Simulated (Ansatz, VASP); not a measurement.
**Au: VASP beside Ansatz**

The input POSCAR:

```
Au
1.0
    2.9625498877      0.0000000000      0.0000000000
   -1.4812749439      2.5656434627      0.0000000000
    0.0000000000      0.0000000000      5.1079514800
Au
2
Direct
    0.3333333333      0.6666666667      0.7500000000
    0.6666666667      0.3333333333      0.2500000000
```

INCAR.step1

```
SYSTEM = Au
ALGO     = Normal         ! electronic algorithm
EDIFF    = 1E-4           ! SCF threshold, eV
ENCUT    = 520            ! plane-wave cutoff, eV
GGA      = PE             ! functional
ISMEAR   = 0              ! smearing method
LASPH    = .True.         ! aspherical terms in the spheres
LCHARG   = .False.        ! write CHGCAR
LREAL    = .False.        ! projectors in reciprocal space
LWAVE    = .True.         ! write WAVECAR
NBANDS   = 18             ! bands
NELM     = 100            ! most SCF steps
PREC     = Accurate       ! precision mode
SIGMA    = 0.15           ! smearing width, eV
```

The input INCAR.step2:

```
SYSTEM = Au
ALGO     = Normal         ! electronic algorithm
EDIFF    = 1E-6           ! SCF threshold, eV
ENCUT    = 520            ! plane-wave cutoff, eV
ISIF     = 2              ! what is computed and relaxed
ISMEAR   = 0              ! smearing method
ISTART   = 1            
LASPH    = .True.         ! aspherical terms in the spheres
LCHARG   = .False.        ! write CHGCAR
LMIXTAU  = .True.       
LREAL    = .False.        ! projectors in reciprocal space
LWAVE    = .False.        ! write WAVECAR
METAGGA  = R2SCAN         ! meta-GGA
NBANDS   = 18             ! bands
NELM     = 100            ! most SCF steps
PREC     = Accurate       ! precision mode
SIGMA    = 0.15           ! smearing width, eV
```

The input KPOINTS:

```
k-points
0
Gamma
  24 24 12
  0 0 0
```

Input for Ansatz:

```yaml
crystal:
  lattice:
    - [2.9625498877, 0.0, 0.0]
    - [-1.4812749439, 2.5656434627, 0.0]
    - [0.0, 0.0, 5.10795148]
  atoms:
    - { symbol: Au, position: [0.3333333333, 0.6666666667, 0.75] }
    - { symbol: Au, position: [0.6666666667, 0.3333333333, 0.25] }
basis:
  ecutwfc: 500
kpoints:
  mp_grid: { grid: [24, 24, 12] }
hamiltonian:
  xc: r2scan
scf:
  occupations: { method: gaussian, width: 0.15 }
output:
  forces: true
  stress: true
  eigenvalues: true
```

Change from the starting cell: strain +0.025 along x and y, +0.050 along z, atoms carried along.

Alike in both runs: task single point; functional r2SCAN; k mesh 24 × 24 × 12; occupations gaussian, width 0.15 eV; no spin polarisation.

|  | VASP | Ansatz |
| --- | --- | --- |
| version | VASP 6.6.1 | Ansatz 0.2.0 |
| potentials or method | VASP PAW PBE potentials, release 64 (Au), cutoff 520 eV | scalar-relativistic, plane waves, PAW |
| valence electrons in the cell | 22 | 38 |

```csv
,VASP,Ansatz,Ansatz less VASP
gap on the k mesh at the Fermi level (eV),none,none,-
pressure (GPa),-10.9,-11.0,-0.11
"traceless stress, the component that is largest in VASP (GPa)",0.03,0.06,+0.030
```

VASP's potentials were made for PBE, not for r2SCAN. A gap of «none» marks a metal or a gap that the smearing closes. With one functional, cell and mesh, what is left measures potentials, basis and numerics. VASP's potentials hold 22 valence electrons a cell and Ansatz's 38, so a difference there can come from the potentials and not from the codes.

Neither program's run includes spin-orbit coupling.
